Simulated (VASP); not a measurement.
# VBiSe3 (P6_3/mmc) in VASP: single point with PBE

Aim: the single point of VBiSe3 with PBE.

Program: VASP 6.6.1. These are calculated values, not measurements. Logs are shortened: lines on timing, memory, paths and dates and some standing lists are left out, and cuts for length are marked.

### Step 1. The cell of the first run

The structure is hexagonal, space group P6_3/mmc (No. 194). The conventional cell has a = 7.009 Å, b = 7.009 Å, c = 5.314 Å, α = 90.00°, β = 90.00°, γ = 120.00°. Within 3.3 Å of V (site symmetry -3m) lie 6 Se at 2.49 Å and 2 V at 2.66 Å. Bi (site symmetry -6m2) has 12 Se at 3.29 to 3.51 Å and 6 V at 4.26 Å within 4.3 Å. Within 3.7 Å of Se (site symmetry mm2) lie 2 V at 2.49 Å and 4 Bi at 3.29 to 3.51 Å and 8 Se at 3.37 to 3.64 Å.

### Step 2. Single point, PBE, collinear spin, ferromagnetic start

Input file INCAR:

```
PREC     = Accurate       # precision mode
ENCUT    = 520            # plane-wave cutoff, eV
EDIFF    = 1E-6           # SCF threshold, eV
ISMEAR   = 0              # smearing method
SIGMA    = 0.1            # smearing width, eV
LREAL    = F              # projectors in reciprocal space
LASPH    = T              # aspherical terms in the spheres
NELM     = 150            # most SCF steps
ALGO     = Normal         # electronic algorithm
ISIF     = 2              # what is computed and relaxed
LWAVE    = F              # write WAVECAR
LCHARG   = F              # write CHGCAR
ISPIN    = 2              # spin polarisation
MAGMOM   = 2 2 0 0 0 0 0 0 0 0 # initial moments
LORBIT   = 11             # projections on sites
LMAXMIX  = 4              # l up to which the mixer works
GGA      = PE             # functional
NBANDS   = 61             # bands
```

Input file KPOINTS:

```
Automatic mesh
0
Gamma
  3 3 4
```

Input file POSCAR:

```
VBiSe3
1.0
    7.0087701446      0.0000000000      0.0000000000
   -3.5043850723      6.0697729945      0.0000000000
    0.0000000000      0.0000000000      5.3140786239
V Bi Se
2 2 6
Direct
    0.0000000000      0.0000000000      0.0000000000
    0.0000000000      0.0000000000      0.5000000000
    0.3333333333      0.6666666667      0.7500000000
    0.6666666667      0.3333333333      0.2500000000
    0.8268257380      0.6536514759      0.7500000000
    0.3463485241      0.1731742620      0.7500000000
    0.8268257380      0.1731742620      0.7500000000
    0.1731742620      0.3463485241      0.2500000000
    0.6536514759      0.8268257380      0.2500000000
    0.1731742620      0.8268257380      0.2500000000
```

Potentials or basis: VASP PAW PBE potentials, release 64 (V_sv, Bi_d, Se).

On the command line:

```
cat potpaw_PBE.64/V_sv/POTCAR potpaw_PBE.64/Bi_d/POTCAR potpaw_PBE.64/Se/POTCAR > POTCAR
mpirun -np 1 vasp_std > vasp.out
```

OUTCAR:

```text
PREC = Accurate
   ENCUT = 520
   EDIFF = 1E-6
   ISMEAR = 0
   LREAL = F
   LASPH = T
   NELM = 150
   ISIF = 2
   ISPIN = 2
   LORBIT = 11
   GGA = PE

 ion  position               nearest neighbor table
   1  0.000  0.000  0.000-   7 2.49  10 2.49   8 2.49   5 2.49   9 2.49   6 2.49   2 2.66   2 2.66

   2  0.000  0.000  0.500-   7 2.49  10 2.49   8 2.49   5 2.49   9 2.49   6 2.49   1 2.66   1 2.66

   3  0.333  0.667  0.750-   8 3.29   8 3.29  10 3.29  10 3.29   9 3.29   9 3.29
   4  0.667  0.333  0.250-   5 3.29   5 3.29   7 3.29   7 3.29   6 3.29   6 3.29
   5  0.827  0.654  0.750-   1 2.49   2 2.49   4 3.29   4 3.29
   6  0.346  0.173  0.750-   1 2.49   2 2.49   4 3.29   4 3.29
   7  0.827  0.173  0.750-   1 2.49   2 2.49   4 3.29   4 3.29
   8  0.173  0.346  0.250-   1 2.49   2 2.49   3 3.29   3 3.29
   9  0.654  0.827  0.250-   1 2.49   2 2.49   3 3.29   3 3.29
  10  0.173  0.827  0.250-   1 2.49   2 2.49   3 3.29   3 3.29

  LATTYP: Found a hexagonal cell.
 ALAT       =     7.0087701446
 C/A-ratio  =     0.7582041520

  Lattice vectors:

 A1 = (   7.0087701446,   0.0000000000,   0.0000000000)
 A2 = (  -3.5043850723,   6.0697729945,   0.0000000000)
 A3 = (   0.0000000000,   0.0000000000,   5.3140786239)

Analysis of symmetry for initial positions (statically):
=====================================================================
 Subroutine PRICEL returns:
 Original cell was already a primitive cell.

 Routine SETGRP: Setting up the symmetry group for a
 hexagonal supercell.

 Subroutine GETGRP returns: Found 24 space group operations
 (whereof 12 operations were pure point group operations)
 out of a pool of 24 trial point group operations.

The static configuration has the point symmetry D_3d.
 The point group associated with its full space group is D_6h.

Analysis of symmetry for dynamics (positions and initial velocities):
=====================================================================
 Subroutine PRICEL returns:
 Original cell was already a primitive cell.

 Routine SETGRP: Setting up the symmetry group for a
 hexagonal supercell.

 Subroutine GETGRP returns: Found 24 space group operations
 (whereof 12 operations were pure point group operations)
 out of a pool of 24 trial point group operations.

The dynamic configuration has the point symmetry D_3d.
 The point group associated with its full space group is D_6h.
[... 159 lines left out ...]
  free energy    TOTEN  =       -49.00544932 eV

  energy without entropy =      -48.97922264  energy(sigma->0) =      -48.99233598

 E-fermi :   6.0308     XC(G=0): -10.3394

 val. band max:        6.0093828558   @ k =   0.3333   0.3333   0.0000
 cond. band min:       6.0369110106   @ k =   0.0000   0.0000   0.5000
 fundamental gap:      0.0275281549
 Fermi energy:         6.0307520852

 spin component 1

 k-point     1 :       0.0000    0.0000    0.0000
  band No.  band energies     occupation
      1     -58.5621      1.00000
      2     -58.4965      1.00000
      3     -32.5406      1.00000
      4     -32.4908      1.00000
      5     -32.4908      1.00000
      6     -32.4244      1.00000
[... 538 lines left out ...]
     57       8.7032      0.00000
     58       8.7032      0.00000
 Fermi energy:         6.0307520852

 spin component 2

 k-point     1 :       0.0000    0.0000    0.0000
  band No.  band energies     occupation
      1     -58.5608      1.00000
      2     -58.4952      1.00000
      3     -32.5397      1.00000
      4     -32.4894      1.00000
      5     -32.4894      1.00000
      6     -32.4230      1.00000
[... 538 lines left out ...]
     57       8.7036      0.00000
     58       8.7036      0.00000
 [bands above 58 left out]

------------------------ aborting loop because EDIFF is reached ----------------------------------------

  FORCE on cell =-STRESS in cart. coord.  units (eV):
  Direction    XX          YY          ZZ          XY          YZ          ZX
  --------------------------------------------------------------------------------------
  -------------------------------------------------------------------------------------
  Total        0.3963337      0.3963337     -0.2427765      0.0000000     -0.0000000     -0.0000000
  in kB        2.8088549      2.8088549     -1.7205805      0.0000000     -0.0000000     -0.0000000
  external PRESSURE =       1.2990431 kB  Pullay stress =       0.0000000 kB

 VOLUME and BASIS-vectors are now :
 -----------------------------------------------------------------------------
  energy-cutoff  :      520.00
  volume of cell :      226.07
      direct lattice vectors                 reciprocal lattice vectors
     7.008770145  0.000000000  0.000000000     0.142678384  0.082375404  0.000000000
    -3.504385072  6.069772995  0.000000000     0.000000000  0.164750807  0.000000000
     0.000000000  0.000000000  5.314078624     0.000000000  0.000000000  0.188179376

 POSITION                                       TOTAL-FORCE (eV/Angst)
 -----------------------------------------------------------------------------------
      0.00000      0.00000      0.00000         0.000000     -0.000000      0.000000
      0.00000      0.00000      2.65704         0.000000     -0.000000      0.000000
     -0.00000      4.04652      3.98556         0.000000     -0.000000     -0.000000
      3.50439      2.02326      1.32852         0.000000     -0.000000     -0.000000
      3.50439      3.96752      3.98556         0.000000     -0.033958     -0.000000
      1.82061      1.05113      3.98556         0.029408      0.016979      0.000000
      5.18816      1.05113      3.98556        -0.029408      0.016979     -0.000000
     -0.00000      2.10226      1.32852         0.000000      0.033958      0.000000
      1.68378      5.01864      1.32852        -0.029408     -0.016979     -0.000000
     -1.68378      5.01864      1.32852         0.029408     -0.016979      0.000000
 -----------------------------------------------------------------------------------
    total drift:                                0.000000      0.000000     -0.000000

  FREE ENERGIE OF THE ION-ELECTRON SYSTEM (eV)
  ---------------------------------------------------
  free  energy   TOTEN  =       -49.0054493179 eV

  energy  without entropy=      -48.9792226413  energy(sigma->0) =      -48.99233598

 total charge

# of ion       s       p       d       tot
------------------------------------------
    1        2.254   6.221   3.089  11.564
    2        2.254   6.221   3.089  11.564
    3        1.592   1.006   9.922  12.520
    4        1.592   1.006   9.922  12.520
    5        1.485   2.287   0.041   3.813
    6        1.485   2.287   0.041   3.813
    7        1.485   2.287   0.041   3.813
    8        1.485   2.287   0.041   3.813
    9        1.485   2.287   0.041   3.813
   10        1.485   2.287   0.041   3.813
--------------------------------------------------
tot         16.599  28.180  26.267  71.045

 magnetization (x)

# of ion       s       p       d       tot
------------------------------------------
    1        0.000   0.000   0.001   0.001
    2        0.000   0.000   0.001   0.001
    3       -0.000   0.000  -0.000   0.000
    4       -0.000   0.000  -0.000   0.000
    5       -0.000  -0.000   0.000  -0.000
    6       -0.000  -0.000   0.000  -0.000
    7       -0.000  -0.000   0.000  -0.000
    8       -0.000  -0.000   0.000  -0.000
    9       -0.000  -0.000   0.000  -0.000
   10       -0.000  -0.000   0.000  -0.000
--------------------------------------------------
tot         -0.000  -0.001   0.002   0.001
```

OSZICAR:

```text
N       E                     dE             d eps       ncg     rms          rms(c)
DAV:   1     0.105218686142E+04    0.10522E+04   -0.44463E+04  2292   0.156E+03
DAV:   2     0.820747213470E+02   -0.97011E+03   -0.93299E+03  2236   0.446E+02
[... 11 lines left out ...]
DAV:  14    -0.490054131854E+02    0.84943E-04   -0.47858E-04  2443   0.128E-01    0.390E-02
DAV:  15    -0.490054362662E+02   -0.23081E-04   -0.65595E-05  2541   0.318E-02    0.321E-02
DAV:  16    -0.490054388905E+02   -0.26242E-05   -0.14666E-05  2364   0.171E-02    0.170E-02
DAV:  17    -0.490054466960E+02   -0.78055E-05   -0.18834E-05  2415   0.165E-02    0.137E-02
DAV:  18    -0.490054485999E+02   -0.19039E-05   -0.86211E-06  2166   0.107E-02    0.700E-03
DAV:  19    -0.490054493179E+02   -0.71800E-06   -0.42424E-06  1835   0.779E-03
   1 F= -.49005449E+02 E0= -.48992336E+02  d E =-.262267E-01  mag=     0.0005
```

stdout:

```text
POSCAR found type information on POSCAR V BiSe
 POSCAR found :  3 types and      10 ions
 scaLAPACK will be used
 LDA part: xc-table for (Slater+PW92), standard interpolation
 POSCAR, INCAR and KPOINTS ok, starting setup
 FFT: planning ... GRIDC
 FFT: planning ... GRID_SOFT
 FFT: planning ... GRID
 WAVECAR not read
 entering main loop
```

It took 4.5 min on 1 thread of Intel Xeon Platinum 8488C (Sapphire Rapids), shared host; peak memory 0.51 GiB.

What came out:

```yaml
Free_energy: -49.0054 eV
Pressure: 0.1 GPa
Largest_force: 0.034 eV/Å
Band_gap_on_the_k_mesh: zero (filled and empty bands overlap)
Net_moment: 0.00 μB per cell
Valence_electrons_inside_the_program's_atomic_spheres: V 11.56; Bi 12.52; Se 3.81
```

Forces in eV/Å, atoms in the order of the input:
```
V    0.000  0.000  0.000
V    0.000  0.000  0.000
Bi   0.000  0.000  0.000
Bi   0.000  0.000  0.000
Se   0.000 -0.034  0.000
Se   0.029  0.017  0.000
Se  -0.029  0.017  0.000
Se   0.000  0.034  0.000
Se  -0.029 -0.017  0.000
Se   0.029 -0.017  0.000
```

Stress tensor (GPa, compression positive):
```
 0.28  0.00  0.00
 0.00  0.28  0.00
 0.00  0.00 -0.17
```

Caveat: spin-orbit coupling is left out, which moves the levels of the heavy elements. With open d or f shells a metallic result of PBE can be an artefact of self-interaction; +U or a hybrid may open a gap.
